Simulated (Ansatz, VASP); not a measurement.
## One calculation of CdSe, two programs

POSCAR

```
CdSe
1.0
    0.0000000000      2.9450697268      3.2364023001
    2.9450697268      0.0000000000      3.2364023001
    2.9450697268      2.9450697268      0.0000000000
Cd Se
1 1
Direct
    0.0000000000      0.0000000000      0.0000000000
    0.2500000000      0.2500000000      0.2500000000
```

The input INCAR.step1:

```
PREC     = Accurate       # precision mode
ENCUT    = 520            # plane-wave cutoff, eV
ISMEAR   = 0              # smearing method
SIGMA    = 0.01           # smearing width, eV
LREAL    = F              # projectors in reciprocal space
LASPH    = T              # aspherical terms in the spheres
NELM     = 100            # most SCF steps
NBANDS   = 16             # bands
GGA      = PE             # functional
ALGO     = Normal         # electronic algorithm
EDIFF    = 1E-4           # SCF threshold, eV
LWAVE    = T              # write WAVECAR
LCHARG   = F              # write CHGCAR
```

INCAR.step2

```
PREC     = Accurate       # precision mode
ENCUT    = 520            # plane-wave cutoff, eV
EDIFF    = 1E-6           # SCF threshold, eV
ISMEAR   = 0              # smearing method
SIGMA    = 0.01           # smearing width, eV
LREAL    = F              # projectors in reciprocal space
LASPH    = T              # aspherical terms in the spheres
NELM     = 100            # most SCF steps
ALGO     = Normal         # electronic algorithm
ISIF     = 2              # what is computed and relaxed
LWAVE    = F              # write WAVECAR
LCHARG   = F              # write CHGCAR
METAGGA  = R2SCAN         # meta-GGA
LMIXTAU  = T            
NBANDS   = 16             # bands
ISTART   = 1
```

The input KPOINTS:

```
Automatic mesh
0
Gamma
  8 8 8
```

Input for Ansatz:

```yaml
crystal:
  lattice:
    - [0.0, 2.9450697268, 3.2364023001]
    - [2.9450697268, 0.0, 3.2364023001]
    - [2.9450697268, 2.9450697268, 0.0]
  atoms:
    - { symbol: Cd, position: [0.0, 0.0, 0.0] }
    - { symbol: Se, position: [0.25, 0.25, 0.25] }
kpoints:
  mp_grid: { grid: [8, 8, 8] }
  band_path:
    path:
      - [0.0, 0.0, 0.0]
      - [-0.5, -0.5, 0.0]
      - [-0.375, -0.375, 0.25]
      - [-0.375, 0.0, 0.375]
      - [0.0, 0.0, 0.5]
      - [-0.5, -0.25, 0.25]
    npoints: 1
hamiltonian:
  xc: r2scan
scf:
  occupations: { method: fixed }
  n_extra_bands: 4
output:
  forces: true
  stress: true
  eigenvalues: true
```

Change from the starting cell: epitaxial_xy strain -4.0%.

Alike in both runs: task single point; functional r2SCAN; k mesh 8 × 8 × 8; no spin polarisation.

|  | VASP | Ansatz |
| --- | --- | --- |
| version | VASP 6.6.1 | Ansatz 0.2.0 |
| potentials or method | VASP PAW PBE potentials, release 64 (Cd, Se) | plane waves, PAW |
| plane-wave cutoff (eV) | 520 | 500 |
| occupations | gaussian, width 0.01 eV | fixed |
| valence electrons in the cell | 18 | 36 |

```tsv
	VASP	Ansatz	Ansatz less VASP
gap on the k mesh at the Fermi level (eV)	0.95	0.96	+0.009
pressure (GPa)	1.5	1.3	-0.27
traceless stress, the component that is largest in VASP (GPa)	-1.25	-1.27	-0.013
```

VASP's potentials were made for PBE, not for r2SCAN. VASP's potentials hold 18 valence electrons a cell and Ansatz's 36, so a difference there can come from the potentials and not from the codes.
